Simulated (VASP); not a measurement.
# Te2Mo (P6_3/mmc) in VASP: a series of runs

The runs below take Te2Mo through single point, relaxation of cell and atoms, with PBE+D3(BJ), RPBE+D3(BJ).

Program: VASP 6.6.1. These are calculated values, not measurements. Logs are shortened: lines on timing, memory, paths and dates and some standing lists are left out, and cuts for length are marked.

**What was measured.**

From “Broadband infrared study of pressure-tunable Fano resonance and metallization transition in 2H-MoTe2”, 2022, pmc:9569381, for a bulk crystal of Te2Mo at 300 K: band gap 0.88 ± 0.05 eV (indirect).

How close the calculation comes is told below.

## 1. The cell of the first run

Symmetry: P6_3/mmc, No. 194, hexagonal system. The conventional cell has a = 3.496 Å, b = 3.496 Å, c = 13.701 Å, α = 90.00°, β = 90.00°, γ = 120.00°. Within 3.6 Å of Te (site symmetry 3m) lie 3 Mo at 2.72 Å and 6 Te at 3.50 Å. Mo (site symmetry -6m2) has 6 Te at 2.72 Å and 6 Mo at 3.50 Å within 3.6 Å.

## 2. Single point, PBE+D3(BJ)

INCAR

```
SYSTEM = Te2Mo
ALGO = Normal ; EDIFF = 1E-6
ENCUT = 520 ; GGA = PE
ISIF = 2 ; ISMEAR = 0
IVDW = 12 ; LASPH = .True.
LCHARG = .False. ; LREAL = .False.
LWAVE = .False. ; NBANDS = 35
NELM = 100 ; PREC = Accurate
SIGMA = 0.05
```

KPOINTS

```
k-points
0
Gamma
  12 12 2
  0 0 0
```

POSCAR

```
Te2Mo
1.0
    3.4964011427      0.0000000000      0.0000000000
   -1.7482005713      3.0279722114      0.0000000000
    0.0000000000      0.0000000000     13.7008448036
Te Mo
4 2
Direct
    0.3333333333      0.6666666667      0.6173401522
    0.6666666667      0.3333333333      0.1173401522
    0.3333333333      0.6666666667      0.8826598478
    0.6666666667      0.3333333333      0.3826598478
    0.3333333333      0.6666666667      0.2500000000
    0.6666666667      0.3333333333      0.7500000000
```

Potentials or basis: VASP PAW PBE potentials, release 64 (Te, Mo_sv).

Launch:

```
$ cat potpaw_PBE.64/Te/POTCAR potpaw_PBE.64/Mo_sv/POTCAR > POTCAR
$ mpirun -np 1 vasp_std > vasp.out
```

OUTCAR:

```text
SYSTEM = Te2Mo
   EDIFF = 1E-6
   ENCUT = 520
   GGA = PE
   ISIF = 2
   ISMEAR = 0
   IVDW = 12
   LASPH = .True.
   LREAL = .False.
   NELM = 100
   PREC = Accurate
 IVDW          = 12

 ion  position               nearest neighbor table
   1  0.333  0.667  0.617-   6 2.72   6 2.72   6 2.72   3 3.64
   2  0.667  0.333  0.117-   5 2.72   5 2.72   5 2.72   4 3.64
   3  0.333  0.667  0.883-   6 2.72   6 2.72   6 2.72   1 3.64
   4  0.667  0.333  0.383-   5 2.72   5 2.72   5 2.72   2 3.64
   5  0.333  0.667  0.250-   2 2.72   4 2.72   2 2.72   4 2.72   2 2.72   4 2.72
   6  0.667  0.333  0.750-   1 2.72   3 2.72   1 2.72   3 2.72   1 2.72   3 2.72

  LATTYP: Found a hexagonal cell.
 ALAT       =     3.4964011427
 C/A-ratio  =     3.9185563225

  Lattice vectors:

 A1 = (   3.4964011427,   0.0000000000,   0.0000000000)
 A2 = (  -1.7482005713,   3.0279722114,   0.0000000000)
 A3 = (   0.0000000000,   0.0000000000,  13.7008448036)

Analysis of symmetry for initial positions (statically):
=====================================================================
 Subroutine PRICEL returns:
 Original cell was already a primitive cell.

 Routine SETGRP: Setting up the symmetry group for a
 hexagonal supercell.

 Subroutine GETGRP returns: Found 24 space group operations
 (whereof 12 operations were pure point group operations)
 out of a pool of 24 trial point group operations.

The static configuration has the point symmetry D_3d.
 The point group associated with its full space group is D_6h.

Analysis of symmetry for dynamics (positions and initial velocities):
=====================================================================
 Subroutine PRICEL returns:
 Original cell was already a primitive cell.

 Routine SETGRP: Setting up the symmetry group for a
 hexagonal supercell.

 Subroutine GETGRP returns: Found 24 space group operations
 (whereof 12 operations were pure point group operations)
 out of a pool of 24 trial point group operations.

The dynamic configuration has the point symmetry D_3d.
 The point group associated with its full space group is D_6h.

 Subroutine INISYM returns: Found 24 space group operations
 (whereof 12 operations are pure point group operations),
 and found     1 'primitive' translations

[... 102 lines left out ...]
   EDIFF  = 0.1E-05   stopping-criterion for ELM
   LREAL  =      F    real-space projection
   EDIFFG = 0.1E-04   stopping-criterion for IOM
   NSW    =      0    number of steps for IOM
   IBRION =     -1    ionic relax: 0-MD 1-quasi-New 2-CG
   NFREE  =      0    steps in history (QN), initial steepest desc. (CG)
   ISIF   =      2    stress and relaxation
   ISYM   =      2    0-nonsym 1-usesym 2-fastsym
   POTIM  = 0.5000    time-step for ionic-motion
   TEBEG  =    0.0;   TEEND  =   0.0 temperature during run
   PSTRESS=    0.0 pullay stress
   NELECT =      52.0000    total number of electrons
   NUPDOWN=      -1.0000    fix difference up-down
   EMIN   =  10.00;   EMAX   =-10.00  energy-range for DOS
   EFERMI =   0.00;   METHOD = LEGACY
   ISMEAR =     0;   SIGMA  =   0.05  broadening in eV -4-tet -1-fermi 0-gaus
   EFERMI_NEDOS =   21; number of points for ismear=-14 and -15
   IALGO  =     38    algorithm
   IMIX   =      4    mixing-type and parameters
     AMIX     =   0.40;   BMIX     =  1.00
     AMIX_MAG =   1.60;   BMIX_MAG =  1.00
  volume/ion in A,a.u.               =      24.18       163.14
  Fermi-wavevector in a.u.,A,eV,Ry     =   1.162972  2.197698 18.401920  1.352503
  Thomas-Fermi vector in A             =   2.299527
   LORBIT       =      0    0 simple, 1 ext, 2 COOP (PROOUT), +10 PAW based schemes
   GGA     = PE    functional components
   LHFCALC =     F    Hartree Fock is set to
   AEXX    =    0.0000 exact exchange contribution
   IVDW    =    12    specifies the selected vdW correction
   LEPSILON=     F    determine dielectric tensor
   LRPA    =     F    only Hartree local field effects (RPA)
 non-spin polarized calculation
 Gauss-broadening in eV      SIGMA  =   0.05
  energy-cutoff  :      520.00
  volume of cell :      145.05
 maximum number of plane-waves:      3974
 NGX is ok and might be reduce to    28
   NGX = 13   NGY = 13   NGZ = 51

 number of electron      51.9999999 magnetization

 Free energy of the ion-electron system (eV)
  ---------------------------------------------------
  ext. energy  EPLUGINS =         0.00000000
  ---------------------------------------------------
  free energy    TOTEN  =       -35.90697363 eV

  energy without entropy =      -35.90697363  energy(sigma->0) =      -35.90697363

 E-fermi :   8.9940     XC(G=0): -10.6411

 val. band max:        8.6310032001   @ k =   0.0000   0.0000   0.0000
 cond. band min:       9.2779508987   @ k =   0.2500   0.1667   0.0000
 fundamental gap:      0.6469476986
 Fermi energy:         8.9939700822

 k-point     1 :       0.0000    0.0000    0.0000
  band No.  band energies     occupation
      1     -52.2222      2.00000
      2     -52.2222      2.00000
      3     -26.3991      2.00000
      4     -26.3991      2.00000
      5     -26.2579      2.00000
      6     -26.2579      2.00000
[... 901 lines left out ...]
     34      12.0827      0.00000
     35      13.7226      0.00000

 [... further k-points ...]

------------------------ aborting loop because EDIFF is reached ----------------------------------------

 Edisp (eV)   -3.32386

 E8    (eV) :    -1.5315

  FORCE on cell =-STRESS in cart. coord.  units (eV):
  Direction    XX          YY          ZZ          XY          YZ          ZX
  --------------------------------------------------------------------------------------
  -------------------------------------------------------------------------------------
  Total      -0.02691    -0.02691     0.01388    -0.00000     0.00000     0.00000
  in kB      -0.29719    -0.29719     0.15330    -0.00000     0.00000     0.00000
  external pressure =       -0.15 kB  Pullay stress =        0.00 kB

 VOLUME and BASIS-vectors are now :
 -----------------------------------------------------------------------------
  energy-cutoff  :      520.00
  volume of cell :      145.05
      direct lattice vectors                 reciprocal lattice vectors
     3.496401143  0.000000000  0.000000000     0.286008372  0.165127011  0.000000000
    -1.748200571  3.027972211  0.000000000     0.000000000  0.330254022  0.000000000
     0.000000000  0.000000000 13.700844804     0.000000000  0.000000000  0.072988200

 POSITION                                       TOTAL-FORCE (eV/Angst)
 -----------------------------------------------------------------------------------
     -0.00000      2.01865      8.45808        -0.000000     -0.000000     -0.010066
      1.74820      1.00932      1.60766        -0.000000     -0.000000     -0.010066
     -0.00000      2.01865     12.09319         0.000000     -0.000000      0.010066
      1.74820      1.00932      5.24276        -0.000000      0.000000      0.010066
     -0.00000      2.01865      3.42521         0.000000     -0.000000      0.000000
      1.74820      1.00932     10.27563        -0.000000      0.000000      0.000000
 -----------------------------------------------------------------------------------
    total drift:                               -0.000000      0.000000     -0.000000

  FREE ENERGIE OF THE ION-ELECTRON SYSTEM (eV)
  ---------------------------------------------------
  free  energy   TOTEN  =       -39.2308356388 eV

  energy  without entropy=      -39.2308356388  energy(sigma->0) =      -39.23083564
```

OSZICAR:

```text
N       E                     dE             d eps       ncg     rms          rms(c)
DAV:   1     0.400256264700E+03    0.40026E+03   -0.26980E+04  2996   0.134E+03
DAV:   2    -0.154213056958E+02   -0.41568E+03   -0.40283E+03  3279   0.321E+02
DAV:   3    -0.366761788535E+02   -0.21255E+02   -0.20840E+02  3212   0.636E+01
DAV:   4    -0.371471952460E+02   -0.47102E+00   -0.46876E+00  3136   0.950E+00
DAV:   5    -0.371580612288E+02   -0.10866E-01   -0.10862E-01  3312   0.149E+00    0.220E+01
DAV:   6    -0.363744985843E+02    0.78356E+00   -0.54623E+00  2886   0.128E+01    0.884E+00
DAV:   7    -0.363503240364E+02    0.24175E-01   -0.47325E+00  2777   0.104E+01    0.612E+00
DAV:   8    -0.359073234536E+02    0.44300E+00   -0.10138E+00  2795   0.551E+00    0.278E+00
DAV:   9    -0.359145335016E+02   -0.72100E-02   -0.19307E-01  3078   0.198E+00    0.117E+00
DAV:  10    -0.359067710584E+02    0.77624E-02   -0.32310E-02  2859   0.105E+00    0.384E-01
DAV:  11    -0.359071490366E+02   -0.37798E-03   -0.22571E-03  3146   0.229E-01    0.210E-01
DAV:  12    -0.359070277187E+02    0.12132E-03   -0.33206E-04  3066   0.890E-02    0.161E-01
DAV:  13    -0.359069828137E+02    0.44905E-04   -0.87044E-05  2905   0.484E-02    0.888E-02
DAV:  14    -0.359069776013E+02    0.52124E-05   -0.16971E-05  3111   0.192E-02    0.452E-02
DAV:  15    -0.359069743782E+02    0.32231E-05   -0.35799E-06  2347   0.103E-02    0.214E-02
DAV:  16    -0.359069736326E+02    0.74563E-06   -0.10836E-06  1447   0.585E-03
   1 F= -.39230836E+02 E0= -.39230836E+02  d E =-.114999E-16
```

Wall time 94 s (1 thread of Intel Xeon 6975P-C (Granite Rapids), shared host); peak memory 0.38 GiB.

Results:

| Property | Result |
| --- | --- |
| Free energy | -39.2308 eV |
| Pressure | 0.0 GPa |
| Largest force | 0.010 eV/Å |
| Band gap on the k mesh | 0.65 eV, indirect (least direct gap 1.04 eV) |
| Dispersion energy per atom | -0.554 eV |

Forces on the atoms (eV/Å):
```
Te   0.000  0.000 -0.010
Te   0.000  0.000 -0.010
Te   0.000  0.000  0.010
Te   0.000  0.000  0.010
Mo   0.000  0.000  0.000
Mo   0.000  0.000  0.000
```

Levels at points of the mesh, in eV from the valence-band top:
```
           k point  band 23  band 24  band 25  band 26  band 27  band 28  band 29  band 30
(0.00, 0.00, 0.00)    -1.01    -1.01    -0.18     0.00     2.87     2.87     3.05     3.05
(0.50, 0.00, 0.00)    -1.10    -1.03    -0.66    -0.26     1.26     1.34     1.41     1.82
(0.00, 0.00, 0.50)    -1.04    -1.04    -0.05    -0.05     2.91     2.91     2.91     2.91
(0.50, 0.00, 0.50)    -1.04    -1.04    -0.46    -0.46     1.29     1.29     1.63     1.63
```

Caveat: spin-orbit coupling is left out, which moves the levels of the heavy elements.

(Part 1 of 2 ends here.)
